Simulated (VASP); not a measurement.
Here is a VASP 6.6.1 calculation.

POSCAR

```
TiAl
1.0
    3.1577273571      0.0000000000      0.0000000000
    0.0000000000      3.1577273571      0.0000000000
    0.0000000000      0.0000000000      3.1577273571
Ti Al
1 1
Direct
    0.0000000000      0.0000000000      0.0000000000
    0.5000000000      0.5000000000      0.5000000000
```

File INCAR.step1:

```
SYSTEM = TiAl
ALGO = Normal
EDIFF = 1E-4
ENCUT = 520
GGA = PE
ISMEAR = -1
LASPH = .True.
LCHARG = .False.
LREAL = .False.
LWAVE = .True.
NBANDS = 14
NELM = 100
PREC = Accurate
SIGMA = 0.05
```

Contents of INCAR.step2:

```
SYSTEM = TiAl
ALGO = Normal
EDIFF = 1E-6
ENCUT = 520
ISIF = 2
ISMEAR = -1
ISTART = 1
LASPH = .True.
LCHARG = .False.
LMIXTAU = .True.
LREAL = .False.
LWAVE = .False.
METAGGA = R2SCAN
NBANDS = 14
NELM = 100
PREC = Accurate
SIGMA = 0.05
```

Contents of KPOINTS:

```
k-points
0
Gamma
  8 8 8
  0 0 0
```

Potentials or basis: VASP PAW PBE potentials, release 64 (Ti_sv, Al).

Command:

```bash
$ cat potpaw_PBE.64/Ti_sv/POTCAR potpaw_PBE.64/Al/POTCAR > POTCAR
$ cp INCAR.step1 INCAR
$ mpirun -np 1 vasp_std > vasp.out
$ cp INCAR.step2 INCAR
$ mpirun -np 1 vasp_std > vasp.out
```

Q: Estimate the pressure.

A: 1.8 GPa.

Caveat: the PAW data sets were made with another functional, which shifts forces and pressure a little.
